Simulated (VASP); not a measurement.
Set up this calculation in VASP 6.6.1, as the native input.

```yaml
Task: single point
Functional: PBE
Potentials_or_basis: VASP PAW PBE potentials, release 64 (Li_sv)
Cutoff: 520 eV
k_mesh: 11 × 11 × 11
Occupations: fermi-dirac, width 0.05 eV
Spin: no spin polarisation
Dipole_correction: no
Further_INCAR_settings: ALGO = Normal; EDIFF = 1e-07; NBANDS = 8
```

The structure of Li lies in POSCAR:

```
Li
1.0
   -1.7662705373      1.7662705373      1.7662705373
    1.7662705373     -1.7662705373      1.7662705373
    1.7662705373      1.7662705373     -1.7662705373
Li
1
Direct
    0.0000000000      0.0000000000      0.0000000000
```

This cell differs from its parent crystal: volume scaled by 1.02.

These files were run (other wordings do the same):

INCAR

```
SYSTEM = Li
PREC = Accurate ; ENCUT = 520
EDIFF = 1E-7 ; ISMEAR = -1
SIGMA = 0.05 ; LREAL = .FALSE.
LASPH = .TRUE. ; NELM = 80
ALGO = Normal ; ISIF = 2
LWAVE = .FALSE. ; LCHARG = .FALSE.
GGA = PE ; NBANDS = 8
```

KPOINTS

```
regular mesh
0
G
  11 11 11
  0 0 0
```

Potentials or basis: VASP PAW PBE potentials, release 64 (Li_sv).

Run with:

```sh
$ cat potpaw_PBE.64/Li_sv/POTCAR > POTCAR
$ mpirun -np 1 vasp_std > vasp.out
```

It took 6.7 s on 1 thread of Intel(R) Xeon(R) Platinum 8259CL CPU @ 2.50GHz (Skylake/Cascade Lake), with other jobs on the host, peak memory 0.13 GiB.
